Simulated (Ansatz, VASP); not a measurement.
# One calculation of MnH4, two programs

```xyz
5
Lattice="4.7210 0.0000 0.0000 0.0000 4.7210 0.0000 0.0000 0.0000 2.7039" Properties=species:S:1:pos:R:3 pbc="T T T"
Mn    2.3605    2.3605    0.0000
H     0.4331    2.3605    0.0000
H     4.2879    2.3605    0.0000
H     2.3605    0.4331    0.0000
H     2.3605    4.2879    0.0000
```

Alike in both runs: functional PBE; k mesh 6 × 6 × 6; occupations gaussian, width 0.1 eV; collinear spin.

Ansatz relaxed the structure, and its values are those at the end. VASP's run is a single point on that final structure, the one shown.

|  | VASP | Ansatz |
| --- | --- | --- |
| version | VASP 6.6.1 | Ansatz 0.2.0 |
| potentials or method | VASP PAW PBE potentials, release 64 (Mn_pv, H), cutoff 520 eV | scalar-relativistic, plane waves, PAW |
| valence electrons in the cell | 17 | 19 |

|  | VASP | Ansatz | Ansatz less VASP |
| --- | --- | --- | --- |
| gap on the k mesh at the Fermi level (eV) | none | none | - |
| pressure (GPa) | -0.1 | 0.0 | +0.11 |
| rms of the force components (eV/Å) | 0.013 | 0.008 | -0.0048 |
| net moment per atom (μB) | 0.82 | 0.82 | 0.000 |
| size of the moment on the site where the two differ most (μB) | 3.62 | 3.05 | -0.569 |

Site moments also hang on the region over which each program counts them. A gap of «none» marks a metal or a gap that the smearing closes. VASP's potentials hold 17 valence electrons a cell and Ansatz's 19, so a difference there can come from the potentials and not from the codes. Ansatz's warnings: cell relax basis refresh.

The k mesh is coarse, so the values compare programs but aren't converged.
